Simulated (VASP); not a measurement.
A run of VASP 6.6.1 is set up as follows.

The input POSCAR:

```
Ir
1.0
    0.0000000000      2.7620525573      2.7620525573
    2.7620525573      0.0000000000      2.7620525573
    2.7620525573      2.7620525573      0.0000000000
Ir
2
Direct
    1.0000000000      1.0000000000      1.0000000000
    0.2500000000      0.2500000000      0.2500000000
```

INCAR.step1

```
ALGO = Normal ; EDIFF = 1E-5
ENCUT = 550 ; GGA = PE
GGA_COMPAT = F ; ISMEAR = 1
LASPH = T ; LCHARG = F
LREAL = F ; LWAVE = T
NBANDS = 16 ; NELM = 120
PREC = Accurate ; SIGMA = 0.1
```

The input INCAR.step2:

```
ALGO = Normal ; EDIFF = 1E-6
ENCUT = 550 ; GGA_COMPAT = F
ISIF = 2 ; ISMEAR = 1
ISTART = 1 ; LASPH = T
LCHARG = T ; LELF = T
LMIXTAU = T ; LREAL = F
LVHAR = T ; LWAVE = F
METAGGA = R2SCAN ; NBANDS = 16
NELM = 120 ; PREC = Accurate
SIGMA = 0.1
```

The input KPOINTS:

```
k-points
0
Gamma
  15 15 15
```

Potentials or basis: VASP PAW PBE potentials, release 64 (Ir).

Run with:

```console
$ cat potpaw_PBE.64/Ir/POTCAR > POTCAR
$ cp INCAR.step1 INCAR
$ mpirun -np 1 vasp_std > vasp.out
$ cp INCAR.step2 INCAR
$ mpirun -np 1 vasp_std > vasp.out
```

What does it give for the band gap on the k mesh?

Zero (bands 9 and 10 overlap by 1.63 eV).

Estimate the pressure.

0.5 GPa.

Caveat: the PAW data sets were made with another functional, which shifts forces and pressure a little; spin-orbit coupling is left out, which moves the levels of the heavy elements.
